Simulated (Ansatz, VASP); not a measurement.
Pd in VASP and in Ansatz

INCAR

```
SYSTEM = Pd
ALGO = Normal
EDIFF = 1E-6
ENCUT = 520
GGA = PS
ISIF = 2
ISMEAR = 0
LASPH = .TRUE.
LCHARG = .FALSE.
LREAL = .FALSE.
LWAVE = .FALSE.
NBANDS = 11
NELM = 100
PREC = Accurate
SIGMA = 0.1
```

The input KPOINTS:

```
k-points
0
G
  18 18 18
  0 0 0
```

File POSCAR:

```
Pd
1.0
    0.0000000000      1.9166989500      1.9166989500
    1.9166989500      0.0000000000      1.9166989500
    1.9166989500      1.9166989500      0.0000000000
Pd
1
Direct
    0.0000000000      0.0000000000      0.0000000000
```

Input for Ansatz:

```yaml
crystal:
  lattice:
    - [0.0, 1.91669895, 1.91669895]
    - [1.91669895, 0.0, 1.91669895]
    - [1.91669895, 1.91669895, 0.0]
  atoms:
    - { symbol: Pd, position: [0.0, 0.0, 0.0] }
basis:
  ecutwfc: 420
kpoints:
  mp_grid: { grid: [18, 18, 18] }
hamiltonian:
  xc: pbesol
scf:
  occupations: { method: gaussian, width: 0.1 }
output:
  forces: true
  stress: true
  eigenvalues: true
```

Alike in both runs: task single point; functional PBEsol; k mesh 18 × 18 × 18; occupations gaussian, width 0.1 eV; no spin polarisation.

|  | VASP | Ansatz |
| --- | --- | --- |
| version | VASP 6.6.1 | Ansatz 0.2.0 |
| potentials or method | VASP PAW PBE potentials, release 64 (Pd), cutoff 520 eV | scalar-relativistic, plane waves, PAW |
| valence electrons in the cell | 10 | 18 |

|  | VASP | Ansatz | Ansatz less VASP |
| --- | --- | --- | --- |
| gap on the k mesh at the Fermi level (eV) | none | none | - |
| pressure (GPa) | 6.9 | 7.2 | +0.39 |

VASP's potentials were made for PBE, not for PBEsol. A gap of «none» marks a metal or a gap that the smearing closes. VASP's potentials hold 10 valence electrons a cell and Ansatz's 18, so a difference there can come from the potentials and not from the codes.
